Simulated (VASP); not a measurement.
# Be (P6_3/mmc) in VASP: a series of runs

The runs below take Be through electric field gradients, vibrations by perturbation theory, with PBEsol.

Everything below comes from runs of VASP 6.6.1. Logs are shortened: lines on timing, memory, paths and dates and some standing lists are left out, and cuts for length are marked.

### 1 The cell of the first run

Symmetry: P6_3/mmc, No. 194, hexagonal system. Conventional cell: a = 2.256 Å, b = 2.256 Å, c = 3.556 Å, α = 90.00°, β = 90.00°, γ = 120.00°. Within 2.9 Å of Be (site symmetry -6m2) lie 12 Be at 2.20 to 2.26 Å.

### 2 Electric field gradients, PBEsol

INCAR

```
SYSTEM = Be
ALGO = Normal
EDIFF = 1E-8
ENCUT = 520
GGA = PS
ISIF = 2
ISMEAR = -1
LASPH = .True.
LCHARG = .False.
LEFG = .True.
LREAL = .False.
LWAVE = .False.
NBANDS = 9
NELM = 60
PREC = Accurate
SIGMA = 0.15
```

KPOINTS

```
k-points
0
Gamma
  21 21 12
  0 0 0
```

POSCAR

```
Be
1.0
    2.2560263256      0.0000000000      0.0000000000
   -1.1280131628      1.9537761096      0.0000000000
    0.0000000000      0.0000000000      3.5564376308
Be
2
Direct
    0.3333333333      0.6666666667      0.2500000000
    0.6666666667      0.3333333333      0.7500000000
```

Potentials or basis: VASP PAW PBE potentials, release 64 (Be).

Launch:

```bash
> cat potpaw_PBE.64/Be/POTCAR > POTCAR
> mpirun -np 1 vasp_std > vasp.out
```

OUTCAR:

```text
SYSTEM = Be
   EDIFF = 1E-8
   ENCUT = 520
   GGA = PS
   ISIF = 2
   ISMEAR = -1
   LASPH = .True.
   LREAL = .False.
   NELM = 60
   PREC = Accurate

 ion  position               nearest neighbor table
   1  0.333  0.667  0.250-   2 2.20   2 2.20   2 2.20   2 2.20   2 2.20   2 2.20
   2  0.667  0.333  0.750-   1 2.20   1 2.20   1 2.20   1 2.20   1 2.20   1 2.20

  LATTYP: Found a hexagonal cell.
 ALAT       =     2.2560263256
 C/A-ratio  =     1.5764167246

  Lattice vectors:

 A1 = (   2.2560263256,   0.0000000000,   0.0000000000)
 A2 = (  -1.1280131628,   1.9537761096,   0.0000000000)
 A3 = (   0.0000000000,   0.0000000000,   3.5564376308)

Analysis of symmetry for initial positions (statically):
=====================================================================
 Subroutine PRICEL returns:
 Original cell was already a primitive cell.

 Routine SETGRP: Setting up the symmetry group for a
 hexagonal supercell.

 Subroutine GETGRP returns: Found 24 space group operations
 (whereof 12 operations were pure point group operations)
 out of a pool of 24 trial point group operations.

The static configuration has the point symmetry D_3d.
 The point group associated with its full space group is D_6h.

Analysis of symmetry for dynamics (positions and initial velocities):
=====================================================================
 Subroutine PRICEL returns:
 Original cell was already a primitive cell.

 Routine SETGRP: Setting up the symmetry group for a
 hexagonal supercell.

 Subroutine GETGRP returns: Found 24 space group operations
 (whereof 12 operations were pure point group operations)
 out of a pool of 24 trial point group operations.

The dynamic configuration has the point symmetry D_3d.
 The point group associated with its full space group is D_6h.

 Subroutine INISYM returns: Found 24 space group operations
 (whereof 12 operations are pure point group operations),
 and found     1 'primitive' translations

----------------------------------------------------------------------------------------

                                     Primitive cell

  volume of cell :      15.6760

  direct lattice vectors                    reciprocal lattice vectors
     2.256026326  0.000000000  0.000000000     0.443257239  0.255914686  0.000000000
[... 128 lines left out ...]
  ext. energy  EPLUGINS =         0.00000000
  ---------------------------------------------------
  free energy    TOTEN  =        -7.99976566 eV

  energy without entropy =       -7.98731474  energy(sigma->0) =       -7.99354020

 E-fermi :   7.1314     XC(G=0): -10.6365

 val. band max:        7.1182543164   @ k =   0.3333   0.0476   0.0000
 cond. band min:       7.1342140126   @ k =   0.3333   0.2857   0.0833
 fundamental gap:      0.0159596963
 Fermi energy:         7.1314238235

 k-point     1 :       0.0000    0.0000    0.0000
  band No.  band energies     occupation
      1      -4.3048      2.00000
      2       2.5848      2.00000
      3       8.2228      0.00138
      4      23.2122      0.00000
      5      23.2122      0.00000
      6      26.0694      0.00000
      7      26.0694      0.00000
      8      28.1404      0.00000
      9      34.3455      0.00000
[... 265 lines left out ...]
 k-point    24 :       0.1905    0.0952    0.0000
  band No.  band energies     occupation
      1      -2.4730      2.00000
      2       4.9824      2.00000
      3       8.5067      0.00021
      4      15.3631      0.00000
      5      17.6707      0.00000
      6      23.4754      0.00000
      7      24.2290      0.00000
      8      25.2283      0.00000
      9      29.0329      0.00000

 [... further k-points ...]
[... 5 lines left out ...]
  --------------------------------------------------------------------------------------
  -------------------------------------------------------------------------------------
  Total        0.0349781      0.0349781      0.0425135      0.0000000     -0.0000000      0.0000000
  in kB        3.5749732      3.5749732      4.3451345      0.0000000     -0.0000000      0.0000000
  external PRESSURE =       3.8316936 kB  Pullay stress =       0.0000000 kB

 VOLUME and BASIS-vectors are now :
 -----------------------------------------------------------------------------
  energy-cutoff  :      520.00
  volume of cell :       15.68
      direct lattice vectors                 reciprocal lattice vectors
     2.256026326  0.000000000  0.000000000     0.443257239  0.255914686  0.000000000
    -1.128013163  1.953776110  0.000000000     0.000000000  0.511829372  0.000000000
     0.000000000  0.000000000  3.556437631     0.000000000  0.000000000  0.281180244

 POSITION                                       TOTAL-FORCE (eV/Angst)
 -----------------------------------------------------------------------------------
     -0.00000      1.30252      0.88911        -0.000000      0.000000      0.000000
      1.12801      0.65126      2.66733         0.000000     -0.000000      0.000000
 -----------------------------------------------------------------------------------
    total drift:                                0.000000     -0.000000      0.000000

  FREE ENERGIE OF THE ION-ELECTRON SYSTEM (eV)
  ---------------------------------------------------
  free  energy   TOTEN  =        -7.9997656583 eV

  energy  without entropy=       -7.9873147369  energy(sigma->0) =       -7.99354020

 Electric field gradients (V/A^2)
---------------------------------------------------------------------
 ion       V_xx      V_yy      V_zz      V_xy      V_xz      V_yz
---------------------------------------------------------------------
   1       0.275     0.275    -0.551     0.000    -0.000     0.000
   2       0.275     0.275    -0.551     0.000     0.000    -0.000
---------------------------------------------------------------------

 Electric field gradients after diagonalization (V/A^2)
 (convention: |V_zz| > |V_xx| > |V_yy|)
----------------------------------------------------------------------
 ion       V_xx      V_yy      V_zz     asymmetry (V_yy - V_xx)/ V_zz
----------------------------------------------------------------------
   1       0.275     0.275    -0.551       0.000
   2       0.275     0.275    -0.551       0.000
----------------------------------------------------------------------

           NMR quadrupolar parameters

 Cq : quadrupolar parameter    Cq=e*Q*V_zz/h
 eta: asymmetry parameters     (V_yy - V_xx)/ V_zz
 Q  : nuclear electric quadrupole moment in mb (millibarn)
----------------------------------------------------------------------
 ion       Cq(MHz)       eta       Q (mb)
----------------------------------------------------------------------
   1      -0.001       0.000       1.000
   2      -0.001       0.000       1.000
----------------------------------------------------------------------
```

OSZICAR:

```text
N       E                     dE             d eps       ncg     rms          rms(c)
DAV:   1    -0.333375976428E+01   -0.33338E+01   -0.17881E+03  6104   0.368E+02
DAV:   2    -0.797660766566E+01   -0.46428E+01   -0.44697E+01  9150   0.536E+01
DAV:   3    -0.803277282229E+01   -0.56165E-01   -0.55593E-01  6905   0.387E+00
DAV:   4    -0.803285930838E+01   -0.86486E-04   -0.86478E-04  7591   0.157E-01
DAV:   5    -0.803285936327E+01   -0.54884E-07   -0.55462E-07  6702   0.364E-03    0.125E+00
DAV:   6    -0.800950980901E+01    0.23350E-01   -0.25235E-03  6444   0.497E-01    0.761E-01
DAV:   7    -0.799976693148E+01    0.97429E-02   -0.35054E-03  6385   0.512E-01    0.145E-02
DAV:   8    -0.799976501953E+01    0.19120E-05   -0.14279E-05  6732   0.264E-02    0.624E-03
DAV:   9    -0.799976565006E+01   -0.63054E-06   -0.42126E-07  6768   0.429E-03    0.508E-04
DAV:  10    -0.799976566505E+01   -0.14989E-07   -0.41336E-10  6357   0.142E-04    0.182E-04
DAV:  11    -0.799976565832E+01    0.67300E-08   -0.12099E-10  3766   0.796E-05
   1 F= -.79997657E+01 E0= -.79935402E+01  d E =-.124509E-01
```

Run time: 25 s. Hardware: 1 thread of Intel Xeon Platinum 8488C (Sapphire Rapids), shared host; peak memory 0.15 GiB.

Results:

- Free energy: -7.9998 eV
- Pressure: 0.4 GPa
- Band gap on the k mesh: zero (bands 2 and 3 overlap by 2.09 eV)
- Largest electric field gradient by atom: Be -0.6 V/Å²

Levels at points of the mesh, in eV from the Fermi level:
| k point | band 1 | band 2 | band 3 | band 4 | band 5 |
| --- | --- | --- | --- | --- | --- |
| (0.00, 0.00, 0.00) | -11.44 | -4.55 | 1.09 | 16.08 | 16.08 |
| (0.00, 0.00, 0.50) | -9.27 | -9.27 | 10.70 | 10.70 | 17.74 |

Electric field gradients, principal values (V/Å²):
| atom | least | middle | greatest (by size) |
| --- | --- | --- | --- |
| 1 Be | 0.275 | 0.275 | -0.551 |
| 2 Be | 0.275 | 0.275 | -0.551 |

Caveat: without QUAD_EFG the Cq values of the log hold for a quadrupole moment of 1 mb, not for the nuclei; the PAW data sets were made with another functional, which shifts forces and pressure a little.

### 3 Vibrations by perturbation theory, PBEsol

INCAR

```
SYSTEM = Be
  PREC = Accurate
  ENCUT = 520
  EDIFF = 1E-8
  ISMEAR = -1
  SIGMA = 0.15
  LREAL = .FALSE.
  LASPH = .TRUE.
  NELM = 60
  ALGO = Normal
  ISIF = 2
  LWAVE = .FALSE.
  LCHARG = .TRUE.
  GGA = PS
  NBANDS = 9
  IBRION = 8
  NSW = 1
```

KPOINTS

```
Automatic mesh
0
G
  21 21 12
  0 0 0
```

POSCAR is that of step 2.

Potentials or basis: VASP PAW PBE potentials, release 64 (Be).

Launch:

```bash
> cat potpaw_PBE.64/Be/POTCAR > POTCAR
> mpirun -np 1 vasp_std > vasp.out
```

OUTCAR:

```text
SYSTEM = Be
   PREC = Accurate
   ENCUT = 520
   EDIFF = 1E-8
   ISMEAR = -1
   LREAL = .FALSE.
   LASPH = .TRUE.
   NELM = 60
   ISIF = 2
   GGA = PS
   IBRION = 8
   NSW = 1

 ion  position               nearest neighbor table
   1  0.333  0.667  0.250-   2 2.20   2 2.20   2 2.20   2 2.20   2 2.20   2 2.20
   2  0.667  0.333  0.750-   1 2.20   1 2.20   1 2.20   1 2.20   1 2.20   1 2.20

  LATTYP: Found a hexagonal cell.
 ALAT       =     2.2560263256
 C/A-ratio  =     1.5764167246

  Lattice vectors:

 A1 = (   2.2560263256,   0.0000000000,   0.0000000000)
 A2 = (  -1.1280131628,   1.9537761096,   0.0000000000)
 A3 = (   0.0000000000,   0.0000000000,   3.5564376308)

Analysis of symmetry for initial positions (statically):
=====================================================================
 Subroutine PRICEL returns:
 Original cell was already a primitive cell.
[... 524 lines left out ...]
     0.00464  0.00000  0.00000
     0.00000  0.00464 -0.00000
     0.00000  0.00000 -0.00931

 INTERNAL STRAIN TENSOR FOR ION    2 for displacements in x,y,z  (eV/Angst):
          X           Y           Z          XY          YZ          ZX
  --------------------------------------------------------------------------------
  x     0.00000    -0.00000     0.00000     2.69026     0.00000     0.00000
  y     2.69026    -2.69026     0.00000     0.00000     0.00000     0.00000
  z    -0.00000     0.00000     0.00000     0.00000    -0.00000     0.00000

 SECOND DERIVATIVES (NOT SYMMETRIZED)
 ------------------------------------
               1X          1Y          1Z          2X          2Y          2Z
  1X    -3.626652    0.000000    0.000000    3.626652    0.000000    0.000000
  1Y     0.000000   -3.626652    0.000000    0.000000    3.626652    0.000000
  1Z    -0.000000    0.000000   -8.235217    0.000000   -0.000000    8.235217
  2X     3.626652    0.000000    0.000000   -3.626652    0.000000    0.000000
  2Y     0.000000    3.626652    0.000000    0.000000   -3.626652    0.000000
  2Z     0.000000   -0.000000    8.235217   -0.000000    0.000000   -8.235217

 Eigenvectors and eigenvalues of the dynamical matrix
 ----------------------------------------------------

   1 f  =   21.133361 THz   132.784824 2PiTHz  704.933047 cm-1    87.400519 meV
             X         Y         Z           dx          dy          dz
     -0.000000  1.302517  0.889109    -0.000000   -0.000000   -0.707107
      1.128013  0.651259  2.667328     0.000000    0.000000    0.707107
[... 16 lines left out ...]
   5 f  =    0.000000 THz     0.000000 2PiTHz    0.000000 cm-1     0.000000 meV
             X         Y         Z           dx          dy          dz
     -0.000000  1.302517  0.889109     0.707107    0.000000   -0.000000
      1.128013  0.651259  2.667328     0.707107    0.000000    0.000000

   6 f/i=    0.000000 THz     0.000001 2PiTHz    0.000006 cm-1     0.000001 meV
             X         Y         Z           dx          dy          dz
     -0.000000  1.302517  0.889109     0.000000   -0.204908   -0.676766
      1.128013  0.651259  2.667328     0.000000   -0.204908   -0.676766

--------------------------------------------------------------------------------------------------------

 ELASTIC MODULI CONTR FROM IONIC RELAXATION (kBar)
 Direction    XX          YY          ZZ          XY          YZ          ZX
 --------------------------------------------------------------------------------
 XX        -203.9670    203.9670     -0.0000      0.0000     -0.0000      0.0000
 YY         203.9670   -203.9670      0.0000     -0.0000      0.0000      0.0000
 ZZ          -0.0000      0.0000     -0.0000      0.0000      0.0000      0.0000
 XY           0.0000     -0.0000      0.0000   -203.9670     -0.0000      0.0000
 YZ          -0.0000      0.0000      0.0000     -0.0000     -0.0000      0.0000
 ZX           0.0000      0.0000      0.0000      0.0000      0.0000      0.0000
 --------------------------------------------------------------------------------
```

OSZICAR:

```text
N       E                     dE             d eps       ncg     rms          rms(c)
DAV:   1    -0.333375976428E+01   -0.33338E+01   -0.17881E+03  6104   0.368E+02
DAV:   2    -0.797660766566E+01   -0.46428E+01   -0.44697E+01  9150   0.536E+01
DAV:   3    -0.803277282229E+01   -0.56165E-01   -0.55593E-01  6905   0.387E+00
[... 30 lines left out ...]
RMM:   5    -0.148887648005E-01   -0.20600E-04   -0.45678E-06 15260   0.279E-03    0.563E-04
RMM:   6    -0.148888980990E-01   -0.13330E-06   -0.76754E-07 15204   0.282E-04    0.730E-05
RMM:   7    -0.148886176772E-01    0.28042E-06   -0.12525E-07 15587   0.447E-05    0.969E-06
RMM:   8    -0.148886460654E-01   -0.28388E-07    0.40435E-08 15269   0.273E-05    0.672E-07
RMM:   9    -0.148886493986E-01   -0.33332E-08    0.41856E-09 13981   0.210E-05    0.231E-07
 Linear response finished
```

Wall time 2.7 min (1 thread of Intel Xeon Platinum 8488C (Sapphire Rapids), shared host); peak memory 0.49 GiB.

What came out:

```yaml
Highest_phonon_frequency_at_Γ: 705 cm⁻¹
```

Phonon frequencies in cm⁻¹ (negative: imaginary):
```csv
q point,frequencies
"(0.000, 0.000, 0.000)",0 0 0 468 468 705
```

Caveat: the PAW data sets were made with another functional, which shifts forces and pressure a little.

### 4 Vibrations by perturbation theory, PBEsol

INCAR is that of step 3.

KPOINTS is that of step 3.

POSCAR

```
Be
1.0
    2.2560263259      0.0000000000      0.0000000000
   -1.1280131629      1.9537761099      0.0000000000
    0.0000000000      0.0000000000      3.5564376303
Be
2
Direct
    0.3333333333      0.6666666667      0.2500000000
    0.6666666667      0.3333333333      0.7500000000
```

Potentials or basis: VASP PAW PBE potentials, release 64 (Be).

Launch:

```bash
> cat potpaw_PBE.64/Be/POTCAR > POTCAR
> mpirun -np 1 vasp_std > vasp.out
```

OUTCAR:

```text
SYSTEM = Be
   PREC = Accurate
   ENCUT = 520
   EDIFF = 1E-8
   ISMEAR = -1
   LREAL = .FALSE.
   LASPH = .TRUE.
   NELM = 60
   ISIF = 2
   GGA = PS
   IBRION = 8
   NSW = 1

 ion  position               nearest neighbor table
   1  0.333  0.667  0.250-   2 2.20   2 2.20   2 2.20   2 2.20   2 2.20   2 2.20
   2  0.667  0.333  0.750-   1 2.20   1 2.20   1 2.20   1 2.20   1 2.20   1 2.20

  LATTYP: Found a hexagonal cell.
 ALAT       =     2.2560263259
 C/A-ratio  =     1.5764167242

[... 554 lines left out ...]

 Eigenvectors and eigenvalues of the dynamical matrix
 ----------------------------------------------------

   1 f  =   21.136322 THz   132.803430 2PiTHz  705.031823 cm-1    87.412766 meV
             X         Y         Z           dx          dy          dz
     -0.000000  1.302517  0.889109     0.000000    0.000000   -0.707107
      1.128013  0.651259  2.667328    -0.000000    0.000000    0.707107
[... 11 lines left out ...]
   4 f  =    0.000000 THz     0.000001 2PiTHz    0.000007 cm-1     0.000001 meV
             X         Y         Z           dx          dy          dz
     -0.000000  1.302517  0.889109    -0.109058    0.496826   -0.491193
      1.128013  0.651259  2.667328    -0.109058    0.496826   -0.491193

   5 f/i=    0.000000 THz     0.000001 2PiTHz    0.000003 cm-1     0.000000 meV
             X         Y         Z           dx          dy          dz
     -0.000000  1.302517  0.889109    -0.393688    0.366994    0.458612
      1.128013  0.651259  2.667328    -0.393688    0.366994    0.458612

   6 f/i=    0.000000 THz     0.000001 2PiTHz    0.000006 cm-1     0.000001 meV
             X         Y         Z           dx          dy          dz
     -0.000000  1.302517  0.889109     0.577162    0.344208    0.220011
      1.128013  0.651259  2.667328     0.577162    0.344208    0.220011

--------------------------------------------------------------------------------------------------------

 ELASTIC MODULI CONTR FROM IONIC RELAXATION (kBar)
 Direction    XX          YY          ZZ          XY          YZ          ZX
 --------------------------------------------------------------------------------
 XX        -203.9670    203.9670      0.0000     -0.0000      0.0000     -0.0000
 YY         203.9670   -203.9670     -0.0000     -0.0000      0.0000     -0.0000
 ZZ           0.0000     -0.0000     -0.0000      0.0000      0.0000      0.0000
 XY          -0.0000     -0.0000      0.0000   -203.9670      0.0000      0.0000
 YZ           0.0000      0.0000      0.0000     -0.0000     -0.0000      0.0000
 ZX          -0.0000     -0.0000      0.0000     -0.0000      0.0000     -0.0000
 --------------------------------------------------------------------------------
```

OSZICAR:

```text
N       E                     dE             d eps       ncg     rms          rms(c)
DAV:   1    -0.333375976455E+01   -0.33338E+01   -0.17881E+03  6104   0.368E+02
DAV:   2    -0.797660766570E+01   -0.46428E+01   -0.44697E+01  9150   0.536E+01
[... 30 lines left out ...]
RMM:   4    -0.148664826084E-01   -0.16914E-03    0.12261E-04 14993   0.414E-02    0.408E-03
RMM:   5    -0.148889829759E-01   -0.22500E-04   -0.67494E-06 15261   0.279E-03    0.562E-04
RMM:   6    -0.148889295507E-01    0.53425E-07   -0.10806E-06 15210   0.282E-04    0.731E-05
RMM:   7    -0.148886221759E-01    0.30737E-06   -0.17195E-07 15589   0.448E-05    0.970E-06
RMM:   8    -0.148886461722E-01   -0.23996E-07    0.38053E-08 15283   0.273E-05    0.673E-07
RMM:   9    -0.148886494383E-01   -0.32661E-08    0.33137E-11 13989   0.210E-05    0.232E-07
 Linear response finished
```

stdout:

```text
POSCAR found type information on POSCAR Be
 POSCAR found :  1 types and       2 ions
 scaLAPACK will be used
 -----------------------------------------------------------------------------
|                                                                             |
|                                                                             |
|     You enforced a specific xc type in the INCAR file but a different       |
|     I HOPE YOU KNOW WHAT YOU ARE DOING!                                     |
|                                                                             |
 -----------------------------------------------------------------------------

 LDA part: xc-table for (Slater+PW92), standard interpolation
 POSCAR, INCAR and KPOINTS ok, starting setup
 FFT: planning ... GRIDC
 FFT: planning ... GRID_SOFT
 FFT: planning ... GRID
 WAVECAR not read
 entering main loop
 Linear response reoptimize wavefunctions to high precision
 Linear response DOF=           2
 Linear response progress:
 first order change of Fermi-energy   0.19908E-05
 force on displaced ion       1 direction 1 :  -3.627   0.000   0.000
 Linear response progress:
 first order change of Fermi-energy   0.66096E-05
 force on displaced ion       1 direction 3 :   0.000  -0.000  -8.238
 Linear response finished
```

It took 2.8 min on 1 thread of Oxide Virtual Turin-like, shared host; peak memory 0.46 GiB.

What came out:

```yaml
Highest_phonon_frequency_at_Γ: 705 cm⁻¹
```

Phonon frequencies in cm⁻¹ (negative: imaginary):
| q point | frequencies |
| --- | --- |
| (0.000, 0.000, 0.000) | 0 0 0 468 468 705 |

Caveat: the PAW data sets were made with another functional, which shifts forces and pressure a little.

(Continued in part 2 of 2.)
